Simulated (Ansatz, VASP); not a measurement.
One calculation of Li2ZnO2, two programs

```
Li Zn O
1.0
     3.15972    0.00000    0.00000
    -1.57986    2.73640    0.00000
     0.00000    0.00000    5.17794
Li Zn O
2 1 2
Direct
  0.66667 0.33333 0.64050
  0.33333 0.66667 0.35950
  0.00000 0.00000 0.00000
  0.66667 0.33333 0.24067
  0.33333 0.66667 0.75933
```

Change from the starting cell: species swapped into the Nd2SeO2 type (P-3m1, No. 164).

Alike in both runs: functional PBE; k mesh 12 × 12 × 6; occupations gaussian, width 0.02 eV; no spin polarisation.

Ansatz relaxed the structure, and its values are those at the end. VASP's run is a single point on that final structure, the one shown.

```csv
,VASP,Ansatz
version,VASP 6.6.1,Ansatz 0.2.0
potentials or method,"VASP PAW PBE potentials, release 64 (Li_sv, Zn, O), cutoff 520 eV","scalar-relativistic, plane waves, PAW"
valence electrons in the cell,30,30
```

|  | VASP | Ansatz | Ansatz less VASP |
| --- | --- | --- | --- |
| gap on the k mesh at the Fermi level (eV) | 2.93 | 2.93 | +0.009 |
| least direct gap on the mesh (eV) | 3.13 | 3.14 | +0.009 |
| rms of the force components (eV/Å) | 0.009 | 0.000 | -0.0086 |

The functional is the same, so the differences come from potentials, cutoffs and numerics.

Noted on VASP's run: the cutoff is short for stress, so the pressure is rough.
